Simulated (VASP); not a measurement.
# In2As2F in VASP: notebook

Runs on In2As2F. Level: PBE+D3(BJ). Tasks: single point.

Everything below comes from runs of VASP 6.6.1. Logs are shortened: lines on timing, memory, paths and dates and some standing lists are left out, and cuts for length are marked.

**1. The cell of the first run**

The cell holds a slab with vacuum, 5 atoms: a = 4.322 Å, b = 4.322 Å, c = 21.739 Å, α = 90.00°, β = 90.00°, γ = 120.00°.

**2. Single point, PBE+D3(BJ)**

File INCAR:

```
ALGO = Normal
DIPOL = 0.5 0.5 0.331
EDIFF = 1E-6
ENCUT = 520
GGA = PE
IDIPOL = 3
ISIF = 2
ISMEAR = 0
IVDW = 12
LASPH = T
LCHARG = T
LDIPOL = T
LELF = T
LREAL = F
LVACPOTAV = T
LVHAR = T
LWAVE = F
NBANDS = 30
NELM = 60
PREC = Accurate
SIGMA = 0.1
```

File KPOINTS:

```
k-points
0
Gamma
  6 6 1
```

File POSCAR:

```
In2As2F
1.0
    4.3220706728      0.0000000000      0.0000000000
   -2.1610353364      3.7430229996      0.0000000000
    0.0000000000      0.0000000000     21.7386927254
As In F
2 2 1
Direct
    0.0000000000      0.0000000000      0.1840037048
    0.3333333333      0.6666666667      0.3557112061
    0.3333333333      0.6666666667      0.2245875152
    0.6666666667      0.3333333333      0.3881876814
    1.5555555556      0.5555555556      0.5031899969
```

Potentials or basis: VASP PAW PBE potentials, release 64 (As, In_d, F).

Started as:

```bash
$ cat potpaw_PBE.64/As/POTCAR potpaw_PBE.64/In_d/POTCAR potpaw_PBE.64/F/POTCAR > POTCAR
$ mpirun -np 1 vasp_std > vasp.out
```

OUTCAR:

```text
EDIFF = 1E-6
   ENCUT = 520
   GGA = PE
   ISIF = 2
   ISMEAR = 0
   IVDW = 12
   LASPH = T
   LREAL = F
   NELM = 60
   PREC = Accurate
 IVDW          = 12

 ion  position               nearest neighbor table
   1  0.000  0.000  0.184-   3 2.65   3 2.65   3 2.65
   2  0.333  0.667  0.356-   4 2.59   4 2.59   4 2.59   3 2.85
   3  0.333  0.667  0.225-   1 2.65   1 2.65   1 2.65   2 2.85
   4  0.667  0.333  0.388-   2 2.59   2 2.59   2 2.59   5 2.80
   5  0.556  0.556  0.503-   4 2.80

  LATTYP: Found a hexagonal cell.
 ALAT       =     4.3220706728
 C/A-ratio  =     5.0296939525

  Lattice vectors:

 A1 = (   4.3220706728,   0.0000000000,   0.0000000000)
 A2 = (  -2.1610353364,   3.7430229996,   0.0000000000)
 A3 = (   0.0000000000,   0.0000000000,  21.7386927254)

Analysis of symmetry for initial positions (statically):
=====================================================================
 Subroutine PRICEL returns:
 Original cell was already a primitive cell.

 Routine SETGRP: Setting up the symmetry group for a
 hexagonal supercell.

 Subroutine GETGRP returns: Found  1 space group operations
 (whereof  1 operations were pure point group operations)
 out of a pool of 24 trial point group operations.

The static configuration has the point symmetry C_1 .

Analysis of symmetry for dynamics (positions and initial velocities):
=====================================================================
 Subroutine PRICEL returns:
 Original cell was already a primitive cell.

 Routine SETGRP: Setting up the symmetry group for a
 hexagonal supercell.

 Subroutine GETGRP returns: Found  1 space group operations
 (whereof  1 operations were pure point group operations)
 out of a pool of 24 trial point group operations.

The dynamic configuration has the point symmetry C_1 .

 Subroutine INISYM returns: Found  1 space group operations
 (whereof  1 operations are pure point group operations),
 and found     1 'primitive' translations

----------------------------------------------------------------------------------------

                                     Primitive cell

  volume of cell :     351.6801

  direct lattice vectors                    reciprocal lattice vectors
     4.322070673  0.000000000  0.000000000     0.231370580  0.133581867  0.000000000
    -2.161035336  3.743023000  0.000000000     0.000000000  0.267163734  0.000000000
[... 89 lines left out ...]
   NSW    =      0    number of steps for IOM
   IBRION =     -1    ionic relax: 0-MD 1-quasi-New 2-CG
   NFREE  =      0    steps in history (QN), initial steepest desc. (CG)
   ISIF   =      2    stress and relaxation
   ISYM   =      2    0-nonsym 1-usesym 2-fastsym
   POTIM  = 0.5000    time-step for ionic-motion
   TEBEG  =    0.0;   TEEND  =   0.0 temperature during run
   PSTRESS=    0.0 pullay stress
   NELECT =      43.0000    total number of electrons
   NUPDOWN=      -1.0000    fix difference up-down
   EMIN   =  10.00;   EMAX   =-10.00  energy-range for DOS
   EFERMI =   0.00;   METHOD = LEGACY
   ISMEAR =     0;   SIGMA  =   0.10  broadening in eV -4-tet -1-fermi 0-gaus
   EFERMI_NEDOS =   21; number of points for ismear=-14 and -15
   IALGO  =     38    algorithm
   IMIX   =      4    mixing-type and parameters
     AMIX     =   0.40;   BMIX     =  1.00
     AMIX_MAG =   1.60;   BMIX_MAG =  1.00
  volume/ion in A,a.u.               =      70.34       474.65
  Fermi-wavevector in a.u.,A,eV,Ry     =   0.812547  1.535491  8.983006  0.660232
  Thomas-Fermi vector in A             =   1.922109
   LORBIT       =      0    0 simple, 1 ext, 2 COOP (PROOUT), +10 PAW based schemes
   GGA     = PE    functional components
   LHFCALC =     F    Hartree Fock is set to
   AEXX    =    0.0000 exact exchange contribution
   IVDW    =    12    specifies the selected vdW correction
   LEPSILON=     F    determine dielectric tensor
   LRPA    =     F    only Hartree local field effects (RPA)
 non-spin polarized calculation
 Gauss-broadening in eV      SIGMA  =   0.10
  energy-cutoff  :      520.00
  volume of cell :      351.68
 maximum number of plane-waves:      9486
   NGX = 17   NGY = 17   NGZ = 81

 number of electron      42.9999985 magnetization

 dipolmoment           0.000000      0.000000      0.407322 electrons x Angstroem

 Free energy of the ion-electron system (eV)
  ---------------------------------------------------
  ext. energy  EPLUGINS =         0.00000000
  ---------------------------------------------------
  free energy    TOTEN  =       -16.64878250 eV

  energy without entropy =      -16.59423445  energy(sigma->0) =      -16.62150847

 E-fermi :  -3.9681     XC(G=0):  -3.8812

 val. band max:       -3.9747295392   @ k =   0.3333   0.0000   0.0000
 cond. band min:      -3.9585328281   @ k =   0.0000   0.3333   0.0000
 fundamental gap:      0.0161967112
 Fermi energy:        -3.9681009632

 k-point     1 :       0.0000    0.0000    0.0000
  band No.  band energies     occupation
      1     -22.8657      2.00000
      2     -18.1591      2.00000
      3     -18.1329      2.00000
      4     -18.1084      2.00000
      5     -18.0262      2.00000
      6     -17.9909      2.00000
[... 649 lines left out ...]
     29       3.1880      0.00000
     30       3.2550      0.00000

------------------------ aborting loop because EDIFF is reached ----------------------------------------

 Edisp (eV)   -0.88778

 E8    (eV) :    -0.4199

  FORCE on cell =-STRESS in cart. coord.  units (eV):
  Direction    XX          YY          ZZ          XY          YZ          ZX
  --------------------------------------------------------------------------------------
  -------------------------------------------------------------------------------------
  Total       0.19675    -0.00682    -6.11921     0.27854    -0.99643     1.13975
  in kB       0.89637    -0.03106   -27.87779     1.26895    -4.53950     5.19243
  external pressure =       -9.00 kB  Pullay stress =        0.00 kB

 VOLUME and BASIS-vectors are now :
 -----------------------------------------------------------------------------
  energy-cutoff  :      520.00
  volume of cell :      351.68
      direct lattice vectors                 reciprocal lattice vectors
     4.322070673  0.000000000  0.000000000     0.231370580  0.133581867  0.000000000
    -2.161035336  3.743023000  0.000000000     0.000000000  0.267163734  0.000000000
     0.000000000  0.000000000 21.738692725     0.000000000  0.000000000  0.046000926

 POSITION                                       TOTAL-FORCE (eV/Angst)
 -----------------------------------------------------------------------------------
      0.00000      0.00000      4.00000        -0.002838      0.002028      0.039420
     -0.00000      2.49535      7.73270        -0.076749      0.045735     -0.500610
     -0.00000      2.49535      4.88224         0.002243     -0.000788      0.401328
      2.16104      1.24767      8.43869        -0.355568      0.335780      2.000694
      1.20058      2.07946     10.93869         0.432912     -0.382755     -1.940832
 -----------------------------------------------------------------------------------
    total drift:                                0.000465      0.000391     -0.001463

  FREE ENERGIE OF THE ION-ELECTRON SYSTEM (eV)
  ---------------------------------------------------
  free  energy   TOTEN  =       -17.5365667799 eV

  energy  without entropy=      -17.4820187237  energy(sigma->0) =      -17.50929275

 vacuum level on the upper side and lower side of the slab         6.129         1.573
```

OSZICAR:

```text
N       E                     dE             d eps       ncg     rms          rms(c)
DAV:   1     0.370641369942E+03    0.37064E+03   -0.17339E+04  1232   0.118E+03
DAV:   2     0.302363447426E+02   -0.34041E+03   -0.33093E+03  1440   0.301E+02
DAV:   3    -0.180728134449E+02   -0.48309E+02   -0.47834E+02  1522   0.137E+02
[... 22 lines left out ...]
DAV:  26    -0.166487603715E+02   -0.79070E-05   -0.85052E-05  1354   0.137E-02    0.147E-02
DAV:  27    -0.166487738569E+02   -0.13485E-04   -0.65431E-06  1250   0.808E-03    0.666E-03
DAV:  28    -0.166487795847E+02   -0.57278E-05   -0.65415E-07  1040   0.415E-03    0.403E-03
DAV:  29    -0.166487817310E+02   -0.21463E-05   -0.38513E-07   906   0.290E-03    0.471E-03
DAV:  30    -0.166487825014E+02   -0.77043E-06   -0.11414E-07   924   0.208E-03
   1 F= -.17536567E+02 E0= -.17509293E+02  d E =-.545481E-01
```

Run time: 3.1 min. Hardware: 1 thread of Intel Xeon 6975P-C (Granite Rapids), shared host; peak memory 0.54 GiB.

What came out:

```
Free energy                : -17.5366 eV
Largest force              : 2.060 eV/Å
Dispersion energy per atom : -0.178 eV
```

Forces in eV/Å, atoms in the order of the input:
```
As  -0.003  0.002  0.039
As  -0.077  0.046 -0.501
In   0.002 -0.001  0.401
In  -0.356  0.336  2.001
F    0.433 -0.383 -1.941
```

Caveat: spin-orbit coupling is left out, which moves the levels of the heavy elements; an odd number of electrons without spin polarisation forces a metal; a magnetic or distorted state may lie lower.

**3. Single point, PBE+D3(BJ)**

File INCAR:

```
  PREC = Accurate
  ENCUT = 520
  EDIFF = 1E-6
  ISMEAR = 0
  SIGMA = 0.1
  LREAL = F
  LASPH = T
  NELM = 80
  ALGO = Normal
  ISIF = 2
  LWAVE = F
  LCHARG = F
  LDIPOL = T
  IDIPOL = 3
  DIPOL = 0.5 0.5 0.331
  GGA = PE
  IVDW = 12
  NBANDS = 30
```

File KPOINTS:

```
Automatic mesh
0
Gamma
  6 6 1
```

Changes to POSCAR since step 2:

```diff
@@ -12,2 +12,2 @@
     0.6666666667      0.3333333333      0.3881876814
-    1.5555555556      0.5555555556      0.5031899969
+    0.7777777778      0.7777777778      0.5031899969
```

Potentials or basis: VASP PAW PBE potentials, release 64 (As, In_d, F).

Started as:

```bash
$ cat potpaw_PBE.64/As/POTCAR potpaw_PBE.64/In_d/POTCAR potpaw_PBE.64/F/POTCAR > POTCAR
$ mpirun -np 1 vasp_std > vasp.out
```

Run time: 3 min. Hardware: 1 thread of Intel Xeon 6975P-C (Granite Rapids), shared host; peak memory 0.52 GiB.

Results (log left out):

```
Free energy                : -17.2923 eV
Largest force              : 1.612 eV/Å
Dispersion energy per atom : -0.178 eV
```

Forces in eV/Å, atoms in the order of the input:
```
As  -0.002  0.003  0.013
As  -0.036  0.004 -0.455
In   0.002 -0.001  0.397
In  -0.035  0.373  1.568
F    0.071 -0.379 -1.523
```

Levels at points of the mesh, in eV from the Fermi level:
```csv
k point,band 19,band 20,band 21,band 22,band 23,band 24,band 25,band 26
"(0.00, 0.00, 0.00)",-0.10,-0.06,0.25,0.26,0.88,1.35,4.03,4.78
"(0.50, 0.00, 0.00)",-0.62,-0.27,-0.15,-0.14,1.81,2.49,3.01,4.08
"(0.00, 0.50, 0.00)",-0.67,-0.26,-0.14,-0.12,1.92,2.46,2.97,4.01
"(0.50, 0.50, 0.00)",-0.60,-0.35,-0.15,-0.11,1.84,2.47,3.08,4.03
```

Caveat: spin-orbit coupling is left out, which moves the levels of the heavy elements; an odd number of electrons without spin polarisation forces a metal; a magnetic or distorted state may lie lower.

**4. Single point, PBE+D3(BJ)**

File INCAR:

```
PREC     = Accurate       # precision mode
ENCUT    = 520            # plane-wave cutoff, eV
EDIFF    = 1E-7           # SCF threshold, eV
ISMEAR   = 0              # smearing method
SIGMA    = 0.1            # smearing width, eV
LREAL    = False          # projectors in reciprocal space
LASPH    = True           # aspherical terms in the spheres
NELM     = 60             # most SCF steps
ALGO     = Normal         # electronic algorithm
ISIF     = 2              # what is computed and relaxed
LWAVE    = False          # write WAVECAR
LCHARG   = False          # write CHGCAR
LDIPOL   = True         
IDIPOL   = 3            
DIPOL    = 0.5 0.5 0.331
GGA      = PE             # functional
IVDW     = 12             # dispersion correction
NBANDS   = 30             # bands
```

File KPOINTS:

```
regular mesh
0
Gamma
  6 6 1
```

Changes to POSCAR since step 3:

```diff
@@ -12,2 +12,2 @@
     0.6666666667      0.3333333333      0.3881876814
-    0.7777777778      0.7777777778      0.5031899969
+    1.1111111111      0.4444444444      0.5031899969
```

Potentials or basis: VASP PAW PBE potentials, release 64 (As, In_d, F).

Started as:

```bash
$ cat potpaw_PBE.64/As/POTCAR potpaw_PBE.64/In_d/POTCAR potpaw_PBE.64/F/POTCAR > POTCAR
$ mpirun -np 1 vasp_std > vasp.out
```

OUTCAR:

```text
PREC = Accurate
   ENCUT = 520
   EDIFF = 1E-7
   ISMEAR = 0
   LREAL = False
   LASPH = True
   NELM = 60
   ISIF = 2
   GGA = PE
   IVDW = 12
 IVDW          = 12

 ion  position               nearest neighbor table
   1  0.000  0.000  0.184-   3 2.65   3 2.65   3 2.65
   2  0.333  0.667  0.356-   4 2.59   4 2.59   4 2.59   3 2.85
   3  0.333  0.667  0.225-   1 2.65   1 2.65   1 2.65   2 2.85
   4  0.667  0.333  0.388-   2 2.59   2 2.59   2 2.59
   5  0.111  0.444  0.503-

  LATTYP: Found a hexagonal cell.
 ALAT       =     4.3220706728
 C/A-ratio  =     5.0296939525

[... 861 lines left out ...]
  -------------------------------------------------------------------------------------
  Total      -0.64789     0.33275    -5.17256    -0.03036    -0.30103    -0.98514
  in kB      -2.95165     1.51596   -23.56507    -0.13830    -1.37141    -4.48806
  external pressure =       -8.33 kB  Pullay stress =        0.00 kB

 VOLUME and BASIS-vectors are now :
 -----------------------------------------------------------------------------
  energy-cutoff  :      520.00
  volume of cell :      351.68
      direct lattice vectors                 reciprocal lattice vectors
     4.322070673  0.000000000  0.000000000     0.231370580  0.133581867  0.000000000
    -2.161035336  3.743023000  0.000000000     0.000000000  0.267163734  0.000000000
     0.000000000  0.000000000 21.738692725     0.000000000  0.000000000  0.046000926

 POSITION                                       TOTAL-FORCE (eV/Angst)
 -----------------------------------------------------------------------------------
      0.00000      0.00000      4.00000         0.003228      0.001383      0.054709
     -0.00000      2.49535      7.73270         0.051069      0.040396     -0.364354
     -0.00000      2.49535      4.88224         0.000657      0.000953      0.334045
      2.16104      1.24767      8.43869         0.317595      0.063488      1.563859
     -0.48023      1.66357     10.93869        -0.372550     -0.106221     -1.588259
 -----------------------------------------------------------------------------------
    total drift:                                0.000250     -0.001060     -0.000727

  FREE ENERGIE OF THE ION-ELECTRON SYSTEM (eV)
  ---------------------------------------------------
  free  energy   TOTEN  =       -17.3052605275 eV

  energy  without entropy=      -17.2478613349  energy(sigma->0) =      -17.27656093

 vacuum level on the upper side and lower side of the slab         6.064         1.565
```

stdout:

```text
POSCAR found type information on POSCAR AsInF
 POSCAR found :  3 types and       5 ions
 scaLAPACK will be used
 LDA part: xc-table for (Slater+PW92), standard interpolation
 POSCAR, INCAR and KPOINTS ok, starting setup
 FFT: planning ... GRIDC
 FFT: planning ... GRID_SOFT
 FFT: planning ... GRID
 WAVECAR not read
 entering main loop
```

Run time: 3.3 min. Hardware: 1 thread of Intel Xeon 6975P-C (Granite Rapids), shared host; peak memory 0.51 GiB.

What came out:

```yaml
Free_energy: -17.3053 eV
Largest_force: 1.635 eV/Å
Dispersion_energy_per_atom: -0.178 eV
```

Forces in eV/Å, atoms in the order of the input:
```
As   0.003  0.001  0.055
As   0.051  0.040 -0.364
In   0.001  0.001  0.334
In   0.318  0.063  1.564
F   -0.373 -0.106 -1.588
```

Levels at points of the mesh, in eV from the Fermi level:
```
           k point  band 18  band 19  band 20  band 21  band 22  band 23  band 24  band 25  band 26  band 27
(0.00, 0.00, 0.00)    -0.21    -0.12    -0.07     0.23     0.24     0.83     1.34     3.97     4.70     4.75
(0.50, 0.00, 0.00)    -0.90    -0.64    -0.45    -0.16    -0.10     1.75     2.41     3.07     3.97     6.35
(0.00, 0.50, 0.00)    -0.91    -0.69    -0.27    -0.17    -0.15     1.74     2.43     2.91     4.05     6.37
(0.50, 0.50, 0.00)    -0.91    -0.69    -0.31    -0.15    -0.14     1.81     2.40     2.93     4.00     6.36
```

Caveat: spin-orbit coupling is left out, which moves the levels of the heavy elements; an odd number of electrons without spin polarisation forces a metal; a magnetic or distorted state may lie lower.
